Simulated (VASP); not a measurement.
## HfMoC2: single point with PBEsol

Crystal: HfMoC2.

```
Hf Mo C
1.0
     3.16608    0.00000    0.00000
     0.00000    3.16608    0.00000
     0.00000    0.00000    4.41345
Hf Mo C
1 1 2
Cartesian
  0.0000 0.0000 0.0000
  1.5830 1.5830 2.2067
  1.5830 1.5830 0.0000
  0.0000 0.0000 2.2067
```

```json
{
 "Program": "VASP 6.6.1",
 "Task": "single point",
 "Functional": "PBEsol",
 "Potentials or basis": "VASP PAW PBE potentials, release 64 (Hf_pv, Mo_sv, C)",
 "Cutoff": "520 eV",
 "k mesh": "8 × 8 × 6",
 "Occupations": "fermi-dirac, width 0.05 eV",
 "Spin": "no spin polarisation",
 "Dipole correction": "no",
 "Further INCAR settings": "ALGO = Normal; EDIFF = 1e-06; NBANDS = 24"
}
```

The pressure is 0.2 GPa and the band gap on the k mesh is zero (bands 16 and 17 overlap by 2.79 eV).

Levels at points of the mesh, in eV from the Fermi level:
| k point | band 13 | band 14 | band 15 | band 16 | band 17 | band 18 | band 19 | band 20 |
| --- | --- | --- | --- | --- | --- | --- | --- | --- |
| (0.00, 0.00, 0.00) | -1.44 | -1.24 | -1.24 | -0.42 | -0.40 | 0.09 | 0.09 | 0.11 |
| (0.50, 0.00, 0.00) | -4.32 | -3.86 | -3.81 | -0.44 | 1.04 | 2.31 | 3.28 | 3.42 |
| (0.50, 0.50, 0.00) | -3.94 | -1.25 | -1.03 | -1.03 | -0.87 | 1.18 | 1.48 | 2.60 |
| (0.00, 0.00, 0.50) | -2.31 | -2.31 | -1.84 | -1.84 | -1.54 | -0.29 | 2.26 | 2.26 |
| (0.50, 0.00, 0.50) | -5.34 | -4.53 | -4.40 | 1.07 | 1.21 | 1.88 | 4.69 | 5.47 |
| (0.50, 0.50, 0.50) | -4.36 | -4.32 | -4.32 | 1.25 | 1.25 | 1.49 | 3.25 | 3.25 |

Wall time 67 s on 1 thread of Intel Xeon 8259CL, on a shared host, peak memory 0.2 GiB.

Caveat: the PAW data sets were made with another functional, which shifts forces and pressure a little; spin-orbit coupling is left out, which moves the levels of the heavy elements.
